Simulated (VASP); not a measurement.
Crystal: Y2SiF2.

```
CELL_PARAMETERS angstrom
5.02768 0.00000 0.00000
-2.51384 4.35409 0.00000
0.00000 0.00000 4.01455
ATOMIC_POSITIONS crystal
Y 0.66667 0.33333 0.00000
Y 0.33333 0.66667 0.00000
Si 0.00000 0.00000 0.50000
F 0.00000 0.00000 0.19758
F 0.00000 0.00000 0.80242
```

```yaml
Program: VASP 6.6.1
Task: relaxation of cell and atoms
Functional: PBE
Potentials_or_basis: VASP PAW PBE potentials, release 64 (Y_sv, Si, F)
Cutoff: 600 eV
k_mesh: 6 × 6 × 4
Occupations: gaussian, width 0.1 eV
Spin: no spin polarisation
```

At the start: pressure 80.5 GPa; volume 17.58 Å³/atom.

**Question.** Where does the relaxation end?

**Answer.** Over 22 steps the energy falls by 2857.3 meV/atom and the volume is 29.53 Å³/atom (+68.0 %); space group P6/mmm (No. 191, to 0.05 Å).

The path:
| step | energy change (eV) | largest force (eV/Å) | pressure (GPa) | volume (Å³) |
| --- | --- | --- | --- | --- |
| 1 | 0.0000 | 24.2617 | 80.46 | 87.88 |
| 2 | 7.5645 | 9.9135 | -22.29 | 218.63 |
| 3 | 21.2562 | 158.5207 | 34.65 | 181.97 |
| 4 | 6.2852 | 10.5886 | -21.20 | 214.42 |
| 5 | 4.3239 | 0.9156 | -11.36 | 197.95 |
| 6 | 5.0120 | 29.0880 | 3.01 | 189.90 |
| 7 | 4.0009 | 4.8644 | -7.37 | 194.94 |
| 8 | 4.1333 | 13.4381 | -2.98 | 192.54 |
| 9 | -9.3698 | 1.7885 | -13.22 | 176.98 |
| 10 | -11.3458 | 1.9313 | -10.86 | 171.99 |
| 11 | -12.4599 | 5.7046 | 0.89 | 161.61 |
| 12 | -12.6392 | 0.5456 | -7.74 | 167.56 |
| 13 | -12.9985 | 2.1524 | -3.25 | 163.67 |
| 14 | -13.0066 | 0.8921 | -5.10 | 164.99 |
| 15 | -13.0251 | 1.3894 | -4.32 | 164.40 |
| 16 | -12.2010 | 11.4947 | 11.99 | 139.56 |
| 17 | -13.4508 | 3.6421 | 0.36 | 155.13 |
| 18 | -14.2706 | 0.4460 | -0.17 | 148.79 |
| 19 | -14.2842 | 0.2666 | -0.10 | 147.78 |
| 20 | -14.2849 | 0.1121 | -0.12 | 147.99 |
| 21 | -14.2855 | 0.0589 | 0.37 | 147.35 |
| 22 | -14.2866 | 0.0193 | 0.14 | 147.63 |

Final structure:
```xyz
5
Lattice="5.6314 0.0000 0.0000 -2.8157 4.8769 0.0000 0.0000 0.0000 5.3755" Properties=species:S:1:pos:R:3 pbc="T T T"
Y     2.8157    1.6256    0.0000
Y     0.0000    3.2513    0.0000
Si    0.0000    0.0000    2.6878
F     0.0000    0.0000    4.3289
F     0.0000    0.0000    1.0466
```

Caveat: the k points lie up to 0.29 Å⁻¹ apart in the final cell; the volume moved by over 15 % at a fixed basis, so the end points are rough.
